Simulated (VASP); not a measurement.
Wanted: the native input for a VASP 6.6.1 run.

* Task: relaxation of cell and atoms
* Functional: PBE
* Potentials or basis: VASP PAW PBE potentials, release 64 (B, C)
* Cutoff: 600 eV
* k mesh: 3 × 3 × 6
* Occupations: gaussian, width 0.1 eV
* Spin: no spin polarisation
* Dipole correction: no
* Further INCAR settings: ALGO = Normal; EDIFF = 1e-06; IBRION = 2; EDIFFG = -0.04; NSW = 90; ISIF = 3

The structure of B3C2 lies in POSCAR:

```
B3C2
1.0
    5.9106623200      0.0000000000      0.0000000000
   -2.9553311600      5.1187837200      0.0000000000
    0.0000000000      0.0000000000      3.6483294700
B C
6 4
Direct
    0.6949472400      0.6158427000      0.2500000000
    0.6158427000      0.9208954600      0.7500000000
    0.9208954600      0.3050527600      0.2500000000
    0.0791045400      0.6949472400      0.7500000000
    0.3050527600      0.3841573000      0.7500000000
    0.3841573000      0.0791045400      0.2500000000
    0.6666666700      0.3333333300      0.7500000000
    0.3333333300      0.6666666700      0.2500000000
    0.0000000000      0.0000000000      0.5000000000
    0.0000000000      0.0000000000      0.0000000000
```

The cell was built from a structure type or drawn by symmetry, and may not be a known phase.

The input as run:

INCAR

```
SYSTEM = B3C2
PREC = Accurate
ENCUT = 600
EDIFF = 1E-6
ISMEAR = 0
SIGMA = 0.1
LREAL = .False.
LASPH = .True.
NELM = 80
ALGO = Normal
ISIF = 3
LWAVE = .False.
LCHARG = .False.
GGA = PE
IBRION = 2
NSW = 90
EDIFFG = -0.04
```

KPOINTS

```
Automatic mesh
0
Gamma
  3 3 6
  0 0 0
```

Potentials or basis: VASP PAW PBE potentials, release 64 (B, C).

The run is started by

```bash
$ cat potpaw_PBE.64/B/POTCAR potpaw_PBE.64/C/POTCAR > POTCAR
$ mpirun -np 1 vasp_std > vasp.out
```

It gave:

| Quantity | Value |
| --- | --- |
| Relaxed volume | 6.87 Å³/atom |
| Relaxed cell | a = 3.953 Å, b = 3.953 Å, c = 5.077 Å, α = 90.00°, β = 90.00°, γ = 120.00° |
| Space group after relaxing (to 0.1 Å) | P6_3/m (No. 176) |
| Energy gained by relaxing | 2134.4 meV/atom |
| Ionic steps | 25 |
| Pressure after relaxing | -0.3 GPa |
| Largest force after relaxing | 0.013 eV/Å |
| Band gap on the k mesh | zero (bands 17 and 18 overlap by 1.63 eV) |

Caveat: the k points lie up to 0.61 Å⁻¹ apart in the final cell, too coarse for converged energies and pressures of a metal; the volume moved by over 15 % at a fixed basis, so the end points are rough.

Wall time 4.5 min on 1 thread of Intel(R) Xeon(R) 6975P-C (Granite Rapids), on a shared host, peak memory 0.26 GiB.
